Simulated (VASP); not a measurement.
Here is a VASP 6.6.1 calculation.

INCAR

```
PREC = Accurate
ENCUT = 520
EDIFF = 1E-6
ISMEAR = 1
SIGMA = 0.15
LREAL = F
LASPH = T
NELM = 100
ALGO = Normal
ISIF = 2
LWAVE = F
LCHARG = F
GGA = PE
NBANDS = 44
```

File KPOINTS:

```
Automatic mesh
0
Gamma
  3 3 2
```

File POSCAR:

```
KGeAu2S4
1.0
    5.1824830000      0.5390340000     -0.8744760000
    0.9713960000      5.9006410000      0.6147600000
   -0.2157280000     -0.2702810000      6.7580640000
Ge Au S K
1 2 4 1
Direct
    0.9105685731      0.4075308090      0.2870139619
    0.3290840304      0.9630633980      0.3127147408
    0.3264569643      0.5427037517      0.5620129111
    0.8030363368      0.0038031485      0.1900055963
    0.7965731947      0.7001398366      0.5954353458
    0.9888516898      0.6731937515      0.9780130049
    0.7080651002      0.1549741171      0.5315053318
    0.3115354139      0.0260113881      0.8021135168
```

Potentials or basis: VASP PAW PBE potentials, release 64 (Ge_d, Au, S, K_sv).

Command:

```bash
$ cat potpaw_PBE.64/Ge_d/POTCAR potpaw_PBE.64/Au/POTCAR potpaw_PBE.64/S/POTCAR potpaw_PBE.64/K_sv/POTCAR > POTCAR
$ mpirun -np 1 vasp_std > vasp.out
```

Task: Estimate the largest force.

Result: 1.142 eV/Å.

Task: What does it give for the pressure?

Result: -3.3 GPa.

Forces in eV/Å, atoms in the order of the input:
```
Ge   0.398  0.073  0.290
Au  -0.420  0.108 -0.046
Au  -0.020 -0.239 -0.507
S    0.612 -0.589  0.079
S    0.421 -0.876  0.012
S   -0.483  0.491  0.066
S   -0.473  1.023 -0.187
K   -0.035  0.011  0.293
```

Caveat: the k points lie up to 0.48 Å⁻¹ apart.
